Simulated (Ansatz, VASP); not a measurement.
**In in VASP and in Ansatz**

The input INCAR:

```
SYSTEM = In
PREC = Accurate ; ENCUT = 520
EDIFF = 1E-6 ; ISMEAR = -1
SIGMA = 0.05 ; LREAL = .False.
LASPH = .True. ; NELM = 60
ALGO = Normal ; ISIF = 2
LWAVE = .False. ; LCHARG = .False.
GGA = PE ; NBANDS = 26
```

File KPOINTS:

```
regular mesh
0
Gamma
  14 14 14
  0 0 0
```

POSCAR

```
In
1.0
    1.6362440803      0.9446859602      8.2074632500
   -1.6362440803      0.9446859602      8.2074632500
    0.0000000000     -1.8893719204      8.2074632500
In
3
Direct
    0.0000000000      0.0000000000      0.0000000000
    0.7780122400      0.7780122400      0.7780122400
    0.2219877600      0.2219877600      0.2219877600
```

Input for Ansatz:

```yaml
crystal:
  lattice:
    - [1.6362440803, 0.9446859602, 8.20746325]
    - [-1.6362440803, 0.9446859602, 8.20746325]
    - [0.0, -1.8893719204, 8.20746325]
  atoms:
    - { symbol: In, position: [0.0, 0.0, 0.0] }
    - { symbol: In, position: [0.77801224, 0.77801224, 0.77801224] }
    - { symbol: In, position: [0.22198776, 0.22198776, 0.22198776] }
kpoints:
  mp_grid: { grid: [14, 14, 14] }
  band_path:
    path:
      - [0.0, 0.0, 0.0]
      - [0.5, 0.5, 0.5]
      - [0.8245011969, 0.1754988031, 0.5]
      - [0.5, -0.1754988031, 0.1754988031]
      - [0.5, 0.0, 0.0]
      - [0.0, 0.0, 0.0]
      - [0.3377494016, -0.3377494016, 0.0]
      - [0.6622505984, 0.0, 0.3377494016]
      - [0.5, 0.0, 0.5]
    npoints: 5
scf:
  occupations: { method: fermi_dirac, width: 0.05 }
hamiltonian:
  xc: pbe
  pseudopotentials: { kind: all_electron, lapw: { basis_error: 0.0005 } }
output:
  forces: true
  stress: true
  eigenvalues: true
```

Change from the starting cell: equal xx and yy strain of -2 %.

Alike in both runs: task single point; functional PBE; k mesh 14 × 14 × 14; occupations fermi-dirac, width 0.05 eV; no spin polarisation.

|  | VASP | Ansatz |
| --- | --- | --- |
| version | VASP 6.6.1 | Ansatz 0.2.0 |
| potentials or method | VASP PAW PBE potentials, release 64 (In_d), cutoff 520 eV | all-electron LAPW, scalar-relativistic |

```csv
,VASP,Ansatz,Ansatz less VASP
pressure (GPa),3.6,3.6,+0.04
"traceless stress, the component that is largest in VASP (GPa)",0.11,0.11,0.000
rms of the force components (eV/Å),0.013,0.013,-0.0002
```

Atom by atom the forces differ by 0.000 eV/Å (rms over components). Ansatz ran all-electron here, and VASP with PAW potentials.
